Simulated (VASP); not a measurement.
# Mg3Sn2Ir (P4/mmm) in VASP: a series of runs, part 2 of 2

VASP 6.6.1. Earlier steps stand in the parts before.

## Step 3: Single point, PBE, collinear spin

This run uses another cell than the first one, of 21.05 Å³/atom.

File INCAR:

```
SYSTEM = Mg3Sn2Ir
ALGO = Normal
EDIFF = 1E-6
ENCUT = 520
GGA = PE
ISIF = 2
ISMEAR = 0
ISPIN = 2
LASPH = .TRUE.
LCHARG = .TRUE.
LELF = .TRUE.
LMAXMIX = 4
LORBIT = 11
LREAL = .FALSE.
LVHAR = .TRUE.
LWAVE = .FALSE.
MAGMOM = 0 0 0 0 0 1
NBANDS = 34
NELM = 150
PREC = Accurate
SIGMA = 0.1
```

File KPOINTS:

```
k-points
0
G
  6 6 2
  0 0 0
```

File POSCAR:

```
Mg3Sn2Ir
1.0
    3.1602703517      0.0000000000      0.0000000000
    0.0000000000      3.1602703517      0.0000000000
    0.0000000000      0.0000000000     12.6470807821
Mg Sn Ir
3 2 1
Direct
    0.0000000000      0.0000000000      0.8793578086
    0.0000000000      0.0000000000      0.1206421914
    0.0000000000      0.0000000000      0.5000000000
    0.5000000000      0.5000000000      0.3160563783
    0.5000000000      0.5000000000      0.6839436217
    0.5000000000      0.5000000000      0.0000000000
```

Potentials or basis: VASP PAW PBE potentials, release 64 (Mg, Sn_d, Ir).

Run with:

```console
$ cat potpaw_PBE.64/Mg/POTCAR potpaw_PBE.64/Sn_d/POTCAR potpaw_PBE.64/Ir/POTCAR > POTCAR
$ mpirun -np 1 vasp_std > vasp.out
```

OUTCAR:

```text
SYSTEM = Mg3Sn2Ir
   EDIFF = 1E-6
   ENCUT = 520
   GGA = PE
   ISIF = 2
   ISMEAR = 0
   ISPIN = 2
   LASPH = .TRUE.
   LORBIT = 11
   LREAL = .FALSE.
   NELM = 150
   PREC = Accurate

 ion  position               nearest neighbor table
   1  0.000  0.000  0.879-   6 2.71   6 2.71   6 2.71   6 2.71   2 3.05   5 3.33   5 3.33   5 3.33
                             5 3.33
   2  0.000  0.000  0.121-   6 2.71   6 2.71   6 2.71   6 2.71   1 3.05   4 3.33   4 3.33   4 3.33
                             4 3.33
   3  0.000  0.000  0.500-   4 3.23   5 3.23   4 3.23   5 3.23   4 3.23   5 3.23   4 3.23   5 3.23

   4  0.500  0.500  0.316-   3 3.23   3 3.23   3 3.23   3 3.23   2 3.33   2 3.33   2 3.33   2 3.33

   5  0.500  0.500  0.684-   3 3.23   3 3.23   3 3.23   3 3.23   1 3.33   1 3.33   1 3.33   1 3.33

   6  0.500  0.500  0.000-   1 2.71   2 2.71   1 2.71   2 2.71   1 2.71   2 2.71   1 2.71   2 2.71

  LATTYP: Found a simple tetragonal cell.
 ALAT       =     3.1602703517
 C/A-ratio  =     4.0018983741

  Lattice vectors:

 A1 = (   3.1602703517,   0.0000000000,   0.0000000000)
 A2 = (   0.0000000000,   3.1602703517,   0.0000000000)
 A3 = (   0.0000000000,   0.0000000000,  12.6470807821)

Analysis of symmetry for initial positions (statically):
=====================================================================
 Subroutine PRICEL returns:
 Original cell was already a primitive cell.

 Routine SETGRP: Setting up the symmetry group for a
 simple tetragonal supercell.

 Subroutine GETGRP returns: Found 16 space group operations
 (whereof 16 operations were pure point group operations)
 out of a pool of 16 trial point group operations.

The static configuration has the point symmetry D_4h.

Analysis of symmetry for dynamics (positions and initial velocities):
=====================================================================
 Subroutine PRICEL returns:
 Original cell was already a primitive cell.

 Routine SETGRP: Setting up the symmetry group for a
 simple tetragonal supercell.

 Subroutine GETGRP returns: Found 16 space group operations
 (whereof 16 operations were pure point group operations)
 out of a pool of 16 trial point group operations.

The dynamic configuration has the point symmetry D_4h.

Analysis of structural, dynamic, and magnetic symmetry:
=====================================================================
 Subroutine PRICEL returns:
 Original cell was already a primitive cell.

 Routine SETGRP: Setting up the symmetry group for a
 simple tetragonal supercell.

 Subroutine GETGRP returns: Found 16 space group operations
 (whereof 16 operations were pure point group operations)
 out of a pool of 16 trial point group operations.

The overall configuration has the point symmetry D_4h.

 Subroutine INISYM returns: Found 16 space group operations
 (whereof 16 operations are pure point group operations),
 and found     1 'primitive' translations

----------------------------------------------------------------------------------------

                                     Primitive cell

  volume of cell :     126.3103

  direct lattice vectors                    reciprocal lattice vectors
     3.160270352  0.000000000  0.000000000     0.316428624  0.000000000  0.000000000
     0.000000000  3.160270352  0.000000000     0.000000000  0.316428624  0.000000000
     0.000000000  0.000000000 12.647080782     0.000000000  0.000000000  0.079069630

[... 95 lines left out ...]
   TEBEG  =    0.0;   TEEND  =   0.0 temperature during run
   PSTRESS=    0.0 pullay stress
   NELECT =      43.0000    total number of electrons
   NUPDOWN=      -1.0000    fix difference up-down
   EMIN   =  10.00;   EMAX   =-10.00  energy-range for DOS
   EFERMI =   0.00;   METHOD = LEGACY
   ISMEAR =     0;   SIGMA  =   0.10  broadening in eV -4-tet -1-fermi 0-gaus
   EFERMI_NEDOS =   21; number of points for ismear=-14 and -15
   IALGO  =     38    algorithm
   IMIX   =      4    mixing-type and parameters
     AMIX     =   0.40;   BMIX     =  1.00
     AMIX_MAG =   1.60;   BMIX_MAG =  1.00
  volume/ion in A,a.u.               =      21.05       142.06
  Fermi-wavevector in a.u.,A,eV,Ry     =   1.143101  2.160148 17.778469  1.306681
  Thomas-Fermi vector in A             =   2.279797
   LORBIT       =     11    0 simple, 1 ext, 2 COOP (PROOUT), +10 PAW based schemes
   GGA     = PE    functional components
   LHFCALC =     F    Hartree Fock is set to
   AEXX    =    0.0000 exact exchange contribution
   IVDW    =     0    specifies the selected vdW correction
   LEPSILON=     F    determine dielectric tensor
   LRPA    =     F    only Hartree local field effects (RPA)
 spin polarized calculation
 Gauss-broadening in eV      SIGMA  =   0.10
  energy-cutoff  :      520.00
  volume of cell :      126.31
 maximum number of plane-waves:      3448
 NGX is ok and might be reduce to    24
   NGX = 11   NGY = 11   NGZ = 47

 number of electron      42.9999999 magnetization       0.0009796

 Free energy of the ion-electron system (eV)
  ---------------------------------------------------
  ext. energy  EPLUGINS =         0.00000000
  ---------------------------------------------------
  free energy    TOTEN  =       -22.41969035 eV

  energy without entropy =      -22.40548592  energy(sigma->0) =      -22.41258813

 E-fermi :   5.9418     XC(G=0): -10.1507

 val. band max:        5.9188496440   @ k =   0.5000   0.3333   0.0000
 cond. band min:       5.9448666946   @ k =   0.5000   0.3333   0.0000
 fundamental gap:      0.0260170507
 Fermi energy:         5.9418148493

 spin component 1

 k-point     1 :       0.0000    0.0000    0.0000
  band No.  band energies     occupation
      1     -15.5978      1.00000
      2     -15.5976      1.00000
      3     -15.4337      1.00000
      4     -15.4305      1.00000
      5     -15.3274      1.00000
      6     -15.3274      1.00000
[... 709 lines left out ...]
     32      10.9169      0.00000
     33      11.1043      0.00000
 Fermi energy:         5.9418148493

 spin component 2

 k-point     1 :       0.0000    0.0000    0.0000
  band No.  band energies     occupation
      1     -15.5978      1.00000
      2     -15.5976      1.00000
      3     -15.4337      1.00000
      4     -15.4305      1.00000
      5     -15.3274      1.00000
      6     -15.3274      1.00000
[... 709 lines left out ...]
     32      10.9172      0.00000
     33      11.1045      0.00000
 [bands above 33 left out]

------------------------ aborting loop because EDIFF is reached ----------------------------------------

  FORCE on cell =-STRESS in cart. coord.  units (eV):
  Direction    XX          YY          ZZ          XY          YZ          ZX
  --------------------------------------------------------------------------------------
  -------------------------------------------------------------------------------------
  Total       -0.2498454     -0.2498454      0.1033243      0.0000000      0.0000000      0.0000000
  in kB       -3.1691526     -3.1691526      1.3106120      0.0000000      0.0000000      0.0000000
  external PRESSURE =      -1.6758977 kB  Pullay stress =       0.0000000 kB

 VOLUME and BASIS-vectors are now :
 -----------------------------------------------------------------------------
  energy-cutoff  :      520.00
  volume of cell :      126.31
      direct lattice vectors                 reciprocal lattice vectors
     3.160270352  0.000000000  0.000000000     0.316428624  0.000000000  0.000000000
     0.000000000  3.160270352  0.000000000     0.000000000  0.316428624  0.000000000
     0.000000000  0.000000000 12.647080782     0.000000000  0.000000000  0.079069630

 POSITION                                       TOTAL-FORCE (eV/Angst)
 -----------------------------------------------------------------------------------
      0.00000      0.00000     11.12131        -0.000000      0.000000     -0.024333
      0.00000      0.00000      1.52577        -0.000000      0.000000      0.024333
      0.00000      0.00000      6.32354        -0.000000      0.000000      0.000000
      1.58014      1.58014      3.99719        -0.000000     -0.000000     -0.018204
      1.58014      1.58014      8.64989         0.000000     -0.000000      0.018204
      1.58014      1.58014      0.00000        -0.000000      0.000000      0.000000
 -----------------------------------------------------------------------------------
    total drift:                                0.000000     -0.000000      0.000000

  FREE ENERGIE OF THE ION-ELECTRON SYSTEM (eV)
  ---------------------------------------------------
  free  energy   TOTEN  =       -22.4196903461 eV

  energy  without entropy=      -22.4054859224  energy(sigma->0) =      -22.41258813

 total charge

# of ion       s       p       d       tot
------------------------------------------
    1        0.201   0.147   0.036   0.384
    2        0.201   0.147   0.036   0.384
    3        0.197   0.114   0.019   0.330
    4        1.240   1.039   9.974  12.252
    5        1.240   1.039   9.974  12.252
    6        0.642   0.370   7.226   8.238
--------------------------------------------------
tot          3.719   2.856  27.264  33.839

 magnetization (x)

# of ion       s       p       d       tot
------------------------------------------
    1        0.000   0.000   0.000   0.000
    2        0.000   0.000   0.000   0.000
    3        0.000   0.000  -0.000   0.000
    4        0.000  -0.000   0.000   0.000
    5        0.000  -0.000   0.000   0.000
    6       -0.000   0.000  -0.000  -0.000
--------------------------------------------------
tot          0.000   0.000  -0.000   0.000
```

Run time: 97 s. Hardware: 1 thread of AMD EPYC 9R45 (Zen 5), shared host; peak memory 0.32 GiB.

Results:

| Property | Result |
| --- | --- |
| Free energy | -22.4197 eV |
| Pressure | -0.2 GPa |
| Largest force | 0.024 eV/Å |
| Net moment | 0.00 μB per cell |
| Valence electrons inside the program's atomic spheres | Mg 0.38, 0.33 (each value once); Sn 12.25; Ir 8.24 |

Forces on the atoms (eV/Å):
```
Mg   0.000  0.000 -0.024
Mg   0.000  0.000  0.024
Mg   0.000  0.000  0.000
Sn   0.000  0.000 -0.018
Sn   0.000  0.000  0.018
Ir   0.000  0.000  0.000
```

Levels at points of the mesh, in eV from the Fermi level:
Spin up:
| k point | band 19 | band 20 | band 21 | band 22 | band 23 | band 24 |
| --- | --- | --- | --- | --- | --- | --- |
| (0.00, 0.00, 0.00) | -0.86 | -0.25 | -0.14 | 1.51 | 4.70 | 4.70 |
| (0.50, 0.00, 0.00) | -1.43 | -1.34 | -1.07 | -0.67 | -0.10 | 1.53 |
| (0.50, 0.50, 0.00) | -1.71 | -1.54 | 0.72 | 0.72 | 0.95 | 1.13 |
| (0.00, 0.00, 0.50) | -0.86 | -0.86 | -0.14 | 2.87 | 4.74 | 4.74 |
| (0.50, 0.00, 0.50) | -2.16 | -1.43 | -0.67 | -0.31 | 0.35 | 1.18 |
| (0.50, 0.50, 0.50) | -1.92 | -1.39 | 0.60 | 0.91 | 0.91 | 0.95 |
Spin down:
```
           k point  band 18  band 19  band 20  band 21  band 22  band 23  band 24  band 25
(0.00, 0.00, 0.00)    -0.86    -0.86    -0.25    -0.14     1.51     4.70     4.70     5.09
(0.50, 0.00, 0.00)    -2.39    -1.43    -1.34    -1.07    -0.67    -0.10     1.53     1.77
(0.50, 0.50, 0.00)    -1.71    -1.71    -1.54     0.72     0.72     0.95     1.13     1.19
(0.00, 0.00, 0.50)    -1.35    -0.86    -0.86    -0.14     2.87     4.74     4.74     4.80
(0.50, 0.00, 0.50)    -2.19    -2.16    -1.43    -0.67    -0.31     0.35     1.18     1.67
(0.50, 0.50, 0.50)    -1.92    -1.92    -1.39     0.60     0.91     0.91     0.95     1.10
```

Caveat: spin-orbit coupling is left out, which moves the levels of the heavy elements.
